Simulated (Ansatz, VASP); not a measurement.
## FePt: VASP beside Ansatz

Contents of POSCAR:

```
FePt
1.0
    2.7318475101      0.0000000000      0.0000000000
    0.0000000000      2.7318475101      0.0000000000
    0.0000000000      0.0000000000      3.7261669364
Fe Pt
1 1
Direct
    0.0000000000      0.0000000000      0.0000000000
    0.5000000000      0.5000000000      0.5000000000
```

INCAR.step1

```
PREC = Accurate
ENCUT = 520
ISMEAR = 0
SIGMA = 0.05
LREAL = F
LASPH = T
NELM = 60
NBANDS = 16
GGA = PE
ALGO = Normal
EDIFF = 1E-4
LWAVE = T
LCHARG = F
```

The input INCAR.step2:

```
PREC = Accurate
ENCUT = 520
EDIFF = 1E-7
ISMEAR = 0
SIGMA = 0.05
LREAL = F
LASPH = T
NELM = 60
ALGO = Normal
ISIF = 2
LWAVE = F
LCHARG = T
METAGGA = R2SCAN
LMIXTAU = T
LELF = T
LVHAR = T
NBANDS = 16
ISTART = 1
```

The input KPOINTS:

```
Automatic mesh
0
Gamma
  16 16 12
```

Input for Ansatz:

```yaml
crystal:
  lattice:
    - [2.7318475101, 0.0, 0.0]
    - [0.0, 2.7318475101, 0.0]
    - [0.0, 0.0, 3.7261669364]
  atoms:
    - { symbol: Fe, position: [0.0, 0.0, 0.0] }
    - { symbol: Pt, position: [0.5, 0.5, 0.5] }
basis:
  ecutwfc: 500
  ecutrho_ratio: 4
kpoints:
  mp_grid: { grid: [16, 16, 12] }
hamiltonian:
  xc: r2scan
scf:
  occupations: { method: gaussian, width: 0.05 }
output:
  forces: true
  stress: true
  eigenvalues: true
```

Alike in both runs: task single point; functional r2SCAN; k mesh 16 × 16 × 12; occupations gaussian, width 0.05 eV; no spin polarisation.

```csv
,VASP,Ansatz
version,VASP 6.6.1,Ansatz 0.2.0
potentials or method,"VASP PAW PBE potentials, release 64 (Fe, Pt), cutoff 520 eV","scalar-relativistic, plane waves, PAW"
valence electrons in the cell,18,34
```

```csv
,VASP,Ansatz,Ansatz less VASP
gap on the k mesh at the Fermi level (eV),none,none,-
pressure (GPa),-20.4,-20.9,-0.48
"traceless stress, the component that is largest in VASP (GPa)",2.80,2.95,+0.143
```

VASP's potentials were made for PBE, not for r2SCAN. A gap of «none» marks a metal or a gap that the smearing closes. VASP's potentials hold 18 valence electrons a cell and Ansatz's 34, so a difference there can come from the potentials and not from the codes.

Spin-orbit coupling is off throughout.
